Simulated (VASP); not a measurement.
Wanted: the native input for a VASP 6.6.1 run.

```yaml
Task: single point
Functional: PBE
Dispersion: D3(BJ)
Potentials_or_basis: VASP PAW PBE potentials, release 64 (Sn_d, Se)
Cutoff: 520 eV
k_mesh: 8 × 8 × 6
Occupations: gaussian, width 0.03 eV
Spin: no spin polarisation
Dipole_correction: no
Further_INCAR_settings: ALGO = Normal; EDIFF = 1e-06; NBANDS = 28
```

The structure of SnSe lies in POSCAR:

```
SnSe
1.0
    4.2220108060      0.0000000000      0.0000000000
    0.0000000000      4.2220108060      0.0000000000
    0.0000000000      0.0000000000      5.9710971824
Sn Se
2 2
Direct
    0.5000000000      0.0000000000      0.3100442236
    0.0000000000      0.5000000000      0.6899557764
    0.5000000000      0.0000000000      0.7499352227
    0.0000000000      0.5000000000      0.2500647773
```

This cell differs from its parent crystal: atoms shifted along a free coordinate, c/a of the conventional cell at fixed volume 1.4143.

These files were run (other wordings do the same):

INCAR

```
ALGO     = Normal         # electronic algorithm
EDIFF    = 1E-6           # SCF threshold, eV
ENCUT    = 520            # plane-wave cutoff, eV
GGA      = PE             # functional
ISIF     = 2              # what is computed and relaxed
ISMEAR   = 0              # smearing method
IVDW     = 12             # dispersion correction
LASPH    = True           # aspherical terms in the spheres
LCHARG   = False          # write CHGCAR
LREAL    = False          # projectors in reciprocal space
LWAVE    = False          # write WAVECAR
NBANDS   = 28             # bands
NELM     = 60             # most SCF steps
PREC     = Accurate       # precision mode
SIGMA    = 0.03           # smearing width, eV
```

KPOINTS

```
k-points
0
Gamma
  8 8 6
```

Potentials or basis: VASP PAW PBE potentials, release 64 (Sn_d, Se).

The run is started by

```bash
$ cat potpaw_PBE.64/Sn_d/POTCAR potpaw_PBE.64/Se/POTCAR > POTCAR
$ mpirun -np 1 vasp_std > vasp.out
```

It gave:

```yaml
Pressure: 3.2 GPa
Largest_force: 1.276 eV/Å
Band_gap_on_the_k_mesh: 0.43 eV (least direct gap 0.62 eV)
Dispersion_energy_per_atom: -0.361 eV
```

Caveat: the stress differs along the axes, from 1 to 7 GPa; semilocal functionals underestimate gaps, and a narrow one can read as zero; spin-orbit coupling is left out, which moves the levels of the heavy elements; forces of over 1 eV/Å act on the atoms, so gaps and moduli don't describe the material at rest.

It took 2.6 min on 1 thread of Intel(R) Xeon(R) Platinum 8259CL CPU @ 2.50GHz (Skylake/Cascade Lake) (shared host), peak memory 0.31 GiB.
